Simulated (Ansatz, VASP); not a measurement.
Two plane-wave programs on KI

POSCAR

```
KI
1.0
    0.0708857049      3.6151709484      3.6151709484
    3.6151709484      0.0708857049      3.6151709484
    3.6151709484      3.6151709484      0.0708857049
K I
1 1
Direct
    0.0000000000      0.0000000000      0.0000000000
    0.5000000000      0.5000000000      0.5000000000
```

File INCAR.step1:

```
ALGO = Normal
EDIFF = 1E-4
ENCUT = 520
GGA = PE
ISMEAR = 0
LASPH = True
LCHARG = False
LREAL = False
LWAVE = True
NBANDS = 15
NELM = 100
PREC = Accurate
SIGMA = 0.01
```

Contents of INCAR.step2:

```
ALGO = Normal
EDIFF = 1E-7
ENCUT = 520
ISIF = 2
ISMEAR = 0
ISTART = 1
LASPH = True
LCHARG = False
LMIXTAU = True
LREAL = False
LWAVE = False
METAGGA = R2SCAN
NBANDS = 15
NELM = 100
PREC = Accurate
SIGMA = 0.01
```

Contents of KPOINTS:

```
k-points
0
Gamma
  6 6 6
```

Input for Ansatz:

```yaml
crystal:
  lattice:
    - [0.0708857049, 3.6151709484, 3.6151709484]
    - [3.6151709484, 0.0708857049, 3.6151709484]
    - [3.6151709484, 3.6151709484, 0.0708857049]
  atoms:
    - { symbol: K, position: [0.0, 0.0, 0.0] }
    - { symbol: I, position: [0.5, 0.5, 0.5] }
kpoints:
  mp_grid: { grid: [6, 6, 6] }
  band_path:
    path:
      - [0.0, 0.0, 0.0]
      - [0.5, 0.0, 0.5]
      - [0.625, 0.25, 0.625]
      - [0.375, 0.375, 0.75]
      - [0.5, 0.5, 0.5]
      - [0.5, 0.25, 0.75]
    npoints: 1
hamiltonian:
  xc: r2scan
scf:
  occupations: { method: fixed }
  n_extra_bands: 4
output:
  forces: true
  stress: true
  eigenvalues: true
```

Change from the starting cell: shear_111 strain +3.0%.

Alike in both runs: task single point; functional r2SCAN; k mesh 6 × 6 × 6; no spin polarisation.

|  | VASP | Ansatz |
| --- | --- | --- |
| version | VASP 6.6.1 | Ansatz 0.2.0 |
| potentials or method | VASP PAW PBE potentials, release 64 (K_sv, I) | plane waves, PAW |
| plane-wave cutoff (eV) | 520 | 500 |
| occupations | gaussian, width 0.01 eV | fixed |
| valence electrons in the cell | 16 | 26 |

```tsv
	VASP	Ansatz	Ansatz less VASP
gap on the k mesh at the Fermi level (eV)	4.48	4.48	+0.003
pressure (GPa)	-0.3	-0.3	0.00
traceless stress, the component that is largest in VASP (GPa)	-0.08	-0.08	0.000
```

VASP's potentials were made for PBE, not for r2SCAN. VASP's potentials hold 16 valence electrons a cell and Ansatz's 26, so a difference there can come from the potentials and not from the codes.

Neither program's run includes spin-orbit coupling.
